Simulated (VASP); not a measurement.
# SrVO3 (Pm-3m) in VASP: further runs

SrVO3 is run at these levels: BLYP, PBE; tasks: relaxation of cell and atoms, single point.

Program: VASP 6.6.1. These are calculated values, not measurements. Logs are shortened: lines on timing, memory, paths and dates and some standing lists are left out, and cuts for length are marked.

## (1) The cell of the first run

Symmetry: Pm-3m, No. 221, cubic system. The conventional cell has a = 3.841 Å, b = 3.841 Å, c = 3.841 Å, α = 90.00°, β = 90.00°, γ = 90.00°. Sr (site symmetry m-3m) has 12 O at 2.72 Å and 8 V at 3.33 Å within 3.6 Å. V (site symmetry m-3m) has 6 O at 1.92 Å within 2.5 Å. O (site symmetry 4/mmm) has 2 V at 1.92 Å within 2.5 Å.

## (2) Relaxation of cell and atoms, BLYP, collinear spin, ferromagnetic start

Contents of INCAR:

```
SYSTEM = SrVO3
  PREC = Accurate
  ENCUT = 600
  EDIFF = 1E-6
  ISMEAR = -1
  SIGMA = 0.05
  LREAL = .FALSE.
  LASPH = .TRUE.
  NELM = 150
  ALGO = Normal
  ISIF = 3
  LWAVE = .FALSE.
  LCHARG = .FALSE.
  ISPIN = 2
  MAGMOM = 0 2 0 0 0
  LORBIT = 11
  LMAXMIX = 4
  GGA = B5
  ALDAX = 1.0
  AGGAX = 1.0
  AGGAC = 1.0
  ALDAC = 0.0
  IBRION = 2
  NSW = 60
  EDIFFG = -0.01
```

Contents of KPOINTS:

```
Automatic mesh
0
G
  7 7 7
  0 0 0
```

Contents of POSCAR:

```
SrVO3
1.0
    3.8409000000      0.0000000000      0.0000000000
    0.0000000000      3.8409000000      0.0000000000
    0.0000000000      0.0000000000      3.8409000000
Sr V O
1 1 3
Direct
    0.5000000000      0.5000000000      0.5000000000
    0.0000000000      0.0000000000      0.0000000000
    0.0000000000      0.0000000000      0.5000000000
    0.0000000000      0.5000000000      0.0000000000
    0.5000000000      0.0000000000      0.0000000000
```

Potentials or basis: VASP PAW PBE potentials, release 64 (Sr_sv, V_sv, O).

Command:

```console
cat potpaw_PBE.64/Sr_sv/POTCAR potpaw_PBE.64/V_sv/POTCAR potpaw_PBE.64/O/POTCAR > POTCAR
mpirun -np 1 vasp_std > vasp.out
```

OUTCAR:

```text
SYSTEM = SrVO3
   PREC = Accurate
   ENCUT = 600
   EDIFF = 1E-6
   ISMEAR = -1
   LREAL = .FALSE.
   LASPH = .TRUE.
   NELM = 150
   ISIF = 3
   ISPIN = 2
   LORBIT = 11
   GGA = B5
   IBRION = 2
   NSW = 60
   EDIFFG = -0.01

 ion  position               nearest neighbor table
   1  0.500  0.500  0.500-   3 2.72   4 2.72   5 2.72   4 2.72   5 2.72   3 2.72   5 2.72   5 2.72
                             3 2.72   4 2.72   4 2.72   3 2.72   2 3.33   2 3.33   2 3.33   2 3.33
   2  0.000  0.000  0.000-   3 1.92   4 1.92   5 1.92   3 1.92   4 1.92   5 1.92   1 3.33   1 3.33
                             1 3.33   1 3.33   1 3.33   1 3.33   1 3.33   1 3.33
   3  0.000  0.000  0.500-   2 1.92   2 1.92   1 2.72   1 2.72   1 2.72   1 2.72
   4  0.000  0.500  0.000-   2 1.92   2 1.92   1 2.72   1 2.72   1 2.72   1 2.72
   5  0.500  0.000  0.000-   2 1.92   2 1.92   1 2.72   1 2.72   1 2.72   1 2.72

  LATTYP: Found a simple cubic cell.
 ALAT       =     3.8409000000

  Lattice vectors:

 A1 = (   3.8409000000,   0.0000000000,   0.0000000000)
 A2 = (   0.0000000000,   3.8409000000,   0.0000000000)
 A3 = (   0.0000000000,   0.0000000000,   3.8409000000)

Analysis of symmetry for initial positions (statically):
=====================================================================
 Subroutine PRICEL returns:
 Original cell was already a primitive cell.

 Routine SETGRP: Setting up the symmetry group for a
 simple cubic supercell.

 Subroutine GETGRP returns: Found 48 space group operations
 (whereof 48 operations were pure point group operations)
 out of a pool of 48 trial point group operations.

The static configuration has the point symmetry O_h .

Analysis of symmetry for dynamics (positions and initial velocities):
=====================================================================
 Subroutine PRICEL returns:
 Original cell was already a primitive cell.

 Routine SETGRP: Setting up the symmetry group for a
 simple cubic supercell.

 Subroutine GETGRP returns: Found 48 space group operations
 (whereof 48 operations were pure point group operations)
 out of a pool of 48 trial point group operations.

The dynamic configuration has the point symmetry O_h .

Analysis of structural, dynamic, and magnetic symmetry:
=====================================================================
 Subroutine PRICEL returns:
 Original cell was already a primitive cell.

 Routine SETGRP: Setting up the symmetry group for a
 simple cubic supercell.

 Subroutine GETGRP returns: Found 48 space group operations
 (whereof 48 operations were pure point group operations)
 out of a pool of 48 trial point group operations.

The overall configuration has the point symmetry O_h .

 Subroutine INISYM returns: Found 48 space group operations
 (whereof 48 operations are pure point group operations),
 and found     1 'primitive' translations

----------------------------------------------------------------------------------------

                                     Primitive cell

  volume of cell :      56.6629

  direct lattice vectors                    reciprocal lattice vectors
     3.840900000  0.000000000  0.000000000     0.260355646  0.000000000  0.000000000
     0.000000000  3.840900000  0.000000000     0.000000000  0.260355646  0.000000000
     0.000000000  0.000000000  3.840900000     0.000000000  0.000000000  0.260355646

  length of vectors
     3.840900000  3.840900000  3.840900000     0.260355646  0.260355646  0.260355646

  position of ions in fractional coordinates (direct lattice)
     0.500000000  0.500000000  0.500000000
     0.000000000  0.000000000  0.000000000
     0.000000000  0.000000000  0.500000000
     0.000000000  0.500000000  0.000000000
     0.500000000  0.000000000  0.000000000

  ion indices of the primitive-cell ions
   primitive index   ion index
                 1           1
                 2           2
                 3           3
                 4           4
                 5           5

----------------------------------------------------------------------------------------

 KPOINTS: Automatic mesh

Automatic generation of k-mesh.
 Grid dimensions read from file:
 generate k-points for:    7    7    7

 Generating k-lattice:

  Cartesian coordinates                     Fractional coordinates (reciprocal lattice)
     0.037193664  0.000000000  0.000000000     0.142857143  0.000000000  0.000000000
     0.000000000  0.037193664  0.000000000     0.000000000  0.142857143  0.000000000
     0.000000000  0.000000000  0.037193664     0.000000000  0.000000000  0.142857143

  Length of vectors
     0.037193664  0.037193664  0.037193664

  Shift w.r.t. Gamma in fractional coordinates (k-lattice)
     0.000000000  0.000000000  0.000000000

 Subroutine IBZKPT returns following result:
 ===========================================

 Found     20 irreducible k-points:

 Following reciprocal coordinates:
            Coordinates               Weight
  0.000000  0.000000  0.000000      1.000000
  0.142857  0.000000  0.000000      6.000000
  0.285714  0.000000  0.000000      6.000000
  0.428571  0.000000  0.000000      6.000000
  0.142857  0.142857  0.000000     12.000000
  0.285714  0.142857  0.000000     24.000000
[... 12 lines left out ...]
  0.428571  0.428571  0.285714     24.000000
  0.428571  0.428571  0.428571      8.000000
   k-points           NKPTS =     20   k-points in BZ     NKDIM =     20   number of bands    NBANDS=     25
   number of dos      NEDOS =    301   number of ions     NIONS =      5
   total plane-waves  NPLWV =  32768
   dimension x,y,z NGX =    32 NGY =   32 NGZ =   32
   dimension x,y,z NGXF=    64 NGYF=   64 NGZF=   64
   ions per type =               1   1   3
   NGX,Y,Z   is equivalent  to a cutoff of  13.85, 13.85, 13.85 a.u.
   NGXF,Y,Z  is equivalent  to a cutoff of  27.70, 27.70, 27.70 a.u.
 SYSTEM =  SrVO3
   PREC   = accura    normal or accurate (medium, high low for compatibility)
   ISTART =      0    job   : 0-new  1-cont  2-samecut
   ICHARG =      2    charge: 1-file 2-atom 10-const
   ISPIN  =      2    spin polarized calculation?
   LNONCOLLINEAR =      F non collinear calculations
   LSORBIT =      F    spin-orbit coupling
   LASPH  =      T    aspherical Exc in radial PAW
   ENCUT  =  600.0 eV  44.10 Ry    6.64 a.u.   7.67  7.67  7.67*2*pi/ulx,y,z
   NELM   =    150;   NELMIN=  2; NELMDL= -5     # of ELM steps
   EDIFF  = 0.1E-05   stopping-criterion for ELM
   LREAL  =      F    real-space projection
   EDIFFG = -.1E-01   stopping-criterion for IOM
   NSW    =     60    number of steps for IOM
   IBRION =      2    ionic relax: 0-MD 1-quasi-New 2-CG
   NFREE  =      1    steps in history (QN), initial steepest desc. (CG)
   ISIF   =      3    stress and relaxation
   ISYM   =      2    0-nonsym 1-usesym 2-fastsym
   POTIM  = 0.5000    time-step for ionic-motion
   TEBEG  =    0.0;   TEEND  =   0.0 temperature during run
   PSTRESS=    0.0 pullay stress
   NELECT =      41.0000    total number of electrons
   NUPDOWN=      -1.0000    fix difference up-down
   EMIN   =  10.00;   EMAX   =-10.00  energy-range for DOS
   EFERMI =   0.00;   METHOD = LEGACY
   ISMEAR =    -1;   SIGMA  =   0.05  broadening in eV -4-tet -1-fermi 0-gaus
   EFERMI_NEDOS =   21; number of points for ismear=-14 and -15
   IALGO  =     38    algorithm
   IMIX   =      4    mixing-type and parameters
     AMIX     =   0.40;   BMIX     =  1.00
     AMIX_MAG =   1.60;   BMIX_MAG =  1.00
  volume/ion in A,a.u.               =      11.33        76.48
  Fermi-wavevector in a.u.,A,eV,Ry     =   1.469726  2.777380 29.389880  2.160095
  Thomas-Fermi vector in A             =   2.585069
   LORBIT       =     11    0 simple, 1 ext, 2 COOP (PROOUT), +10 PAW based schemes
   GGA     = B5    functional components
   LHFCALC =     F    Hartree Fock is set to
   AEXX    =    0.0000 exact exchange contribution
   IVDW    =     0    specifies the selected vdW correction
   LEPSILON=     F    determine dielectric tensor
   LRPA    =     F    only Hartree local field effects (RPA)
 conjugate gradient relaxation of ions
 spin polarized calculation
  energy-cutoff  :      600.00
  volume of cell :       56.66
 maximum number of plane-waves:      1907
 NGX is ok and might be reduce to    32
   NGX = 15   NGY = 15   NGZ = 15

--------------------------------------- Ionic step        1  -------------------------------------------

 number of electron      40.9999997 magnetization       0.0362578

 number of electron      40.9999997 magnetization      -0.0007706

 Free energy of the ion-electron system (eV)
  ---------------------------------------------------
  ext. energy  EPLUGINS =         0.00000000
  ---------------------------------------------------
  free energy    TOTEN  =       -37.32730021 eV

  energy without entropy =      -37.31538856  energy(sigma->0) =      -37.32134438

------------------------ aborting loop because EDIFF is reached ----------------------------------------

  FORCE on cell =-STRESS in cart. coord.  units (eV):
  Direction    XX          YY          ZZ          XY          YZ          ZX
  --------------------------------------------------------------------------------------
  -------------------------------------------------------------------------------------
  Total        3.2542235      3.2542235      3.2542235      0.0000000      0.0000000     -0.0000000
  in kB       92.0150700     92.0150700     92.0150700      0.0000000      0.0000000     -0.0000000
  external PRESSURE =      92.0150700 kB  Pullay stress =       0.0000000 kB
[... 65 lines left out ...]
--------------------------------------- Ionic step        3  -------------------------------------------

 number of electron      40.9999986 magnetization       0.0000004

 number of electron      40.9999986 magnetization      -0.0000005

 Free energy of the ion-electron system (eV)
  ---------------------------------------------------
  ext. energy  EPLUGINS =         0.00000000
  ---------------------------------------------------
  free energy    TOTEN  =       -37.40531628 eV

  energy without entropy =      -37.39307445  energy(sigma->0) =      -37.39919536

 E-fermi :   6.0044     XC(G=0): -10.8189

 val. band max:        5.9680167962   @ k =   0.4286   0.1429   0.1429
 cond. band min:       6.3415745303   @ k =   0.2857   0.2857   0.0000
 fundamental gap:      0.3735577341
 Fermi energy:         6.0043830640

 spin component 1

 k-point     1 :       0.0000    0.0000    0.0000
  band No.  band energies     occupation
      1     -59.5484      1.00000
      2     -33.5202      1.00000
      3     -33.5202      1.00000
      4     -33.5202      1.00000
      5     -28.5344      1.00000
      6     -13.2304      1.00000
[... 549 lines left out ...]
     24      10.9292      0.00000
     25      10.9292      0.00000
 Fermi energy:         6.0043830640

 spin component 2

 k-point     1 :       0.0000    0.0000    0.0000
  band No.  band energies     occupation
      1     -59.5484      1.00000
      2     -33.5202      1.00000
      3     -33.5202      1.00000
      4     -33.5202      1.00000
      5     -28.5344      1.00000
      6     -13.2304      1.00000
[... 581 lines left out ...]
  FREE ENERGIE OF THE ION-ELECTRON SYSTEM (eV)
  ---------------------------------------------------
  free  energy   TOTEN  =       -37.4053162760 eV

  energy  without entropy=      -37.3930744473  energy(sigma->0) =      -37.39919536

 reached required accuracy - stopping structural energy minimisation

 total charge

# of ion       s       p       d       tot
------------------------------------------
    1        1.996   5.811   0.197   8.004
    2        2.264   6.308   2.899  11.471
    3        1.553   3.476   0.000   5.029
    4        1.553   3.476   0.000   5.029
    5        1.553   3.476   0.000   5.029
--------------------------------------------------
tot          8.918  22.548   3.096  34.562

 magnetization (x)

# of ion       s       p       d       tot
------------------------------------------
    1       -0.000   0.000  -0.000  -0.000
    2        0.000  -0.000   0.000   0.000
    3        0.000  -0.000   0.000  -0.000
    4        0.000  -0.000   0.000  -0.000
    5        0.000  -0.000   0.000  -0.000
--------------------------------------------------
tot          0.000  -0.000   0.000   0.000
```

Wall time 5.7 min (1 thread of Intel Xeon 8259CL, shared host); peak memory 0.25 GiB.

What came out:

```yaml
Free_energy: -37.4053 eV
Relaxed_volume: 11.90 Å³/atom
Relaxed_cell: a = 3.904 Å, b = 3.904 Å, c = 3.904 Å, α = 90.00°, β = 90.00°, γ = 90.00°
Space_group_after_relaxing_to_0.1_Å: Pm-3m (No. 221)
Energy_gained_by_relaxing: 15.6 meV/atom
Ionic_steps: 3
Pressure_after_relaxing: -0.1 GPa
Net_moment: 0.00 μB per cell
Valence_electrons_inside_the_program's_atomic_spheres: Sr 8.00; V 11.47; O 5.03
```

Step by step:
| step | energy change (eV) | largest force (eV/Å) | pressure (GPa) | volume (Å³) |
| --- | --- | --- | --- | --- |
| 1 | 0.0000 | 0.0000 | 9.20 | 56.66 |
| 2 | -0.0197 | 0.0000 | -6.71 | 62.17 |
| 3 | -0.0780 | 0.0000 | -0.06 | 59.52 |

Final structure:
```cif
data_structure
_symmetry_space_group_name_H-M 'P 1'
_symmetry_Int_Tables_number 1
_cell_length_a 3.9043
_cell_length_b 3.9043
_cell_length_c 3.9043
_cell_angle_alpha 90.000
_cell_angle_beta 90.000
_cell_angle_gamma 90.000
_cell_volume 59.52
loop_
_atom_site_label
_atom_site_type_symbol
_atom_site_fract_x
_atom_site_fract_y
_atom_site_fract_z
_atom_site_occupancy
Sr1 Sr 0.50000 0.50000 0.50000 1
V1 V 0.00000 0.00000 0.00000 1
O1 O 0.00000 0.00000 0.50000 1
O2 O 0.00000 0.50000 0.00000 1
O3 O 0.50000 0.00000 0.00000 1
```

Levels at points of the mesh, in eV from the Fermi level:
Spin up:
```tsv
k point	band 16	band 17	band 18	band 19	band 20	band 21	band 22	band 23	band 24	band 25
(0.00, 0.00, 0.00)	-2.95	-2.95	-2.22	-2.22	-2.22	-0.78	-0.78	-0.78	1.22	1.22
```
Spin down:
| k point | band 16 | band 17 | band 18 | band 19 | band 20 | band 21 | band 22 | band 23 | band 24 | band 25 |
| --- | --- | --- | --- | --- | --- | --- | --- | --- | --- | --- |
| (0.00, 0.00, 0.00) | -2.95 | -2.95 | -2.22 | -2.22 | -2.22 | -0.78 | -0.78 | -0.78 | 1.22 | 1.22 |

Caveat: the PAW data sets were made with another functional, which shifts forces and pressure a little; semilocal functionals often make such compounds metallic where correlation or magnetic order opens a gap, which also shifts bond lengths.

(Part 1 of 2 ends here.)
